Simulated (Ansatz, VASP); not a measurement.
Two plane-wave programs on Co

```
Co
1.0
     2.50540    0.00000    0.00000
    -1.25270    2.16974    0.00000
     0.00000    0.00000    4.21198
Co
2
Direct
  0.33333 0.66667 0.25000
  0.66667 0.33333 0.75000
```

Change from the starting cell: z stretched by +3 %, ions relaxed.

Alike in both runs: functional PBE; k mesh 21 × 21 × 11; occupations fermi-dirac, width 0.05 eV; collinear spin.

Ansatz relaxed the structure, and its values are those at the end. VASP's run is a single point on that final structure, the one shown.

|  | VASP | Ansatz |
| --- | --- | --- |
| version | VASP 6.6.1 | Ansatz 0.2.0 |
| potentials or method | VASP PAW PBE potentials, release 64 (Co) | plane-wave PAW, scalar-relativistic |
| plane-wave cutoff (eV) | 520 | 420 |
| valence electrons in the cell | 18 | 34 |

|  | VASP | Ansatz | Ansatz less VASP |
| --- | --- | --- | --- |
| pressure (GPa) | -9.9 | -9.3 | +0.53 |
| net moment per atom (μB) | 1.66 | 1.68 | +0.013 |
| size of the moment on the site where the two differ most (μB) | 1.69 | 1.75 | +0.064 |

Site moments also hang on the region over which each program counts them. VASP's potentials hold 18 valence electrons a cell and Ansatz's 34, so a difference there can come from the potentials and not from the codes. Ansatz's warnings: stress scf threshold loose.
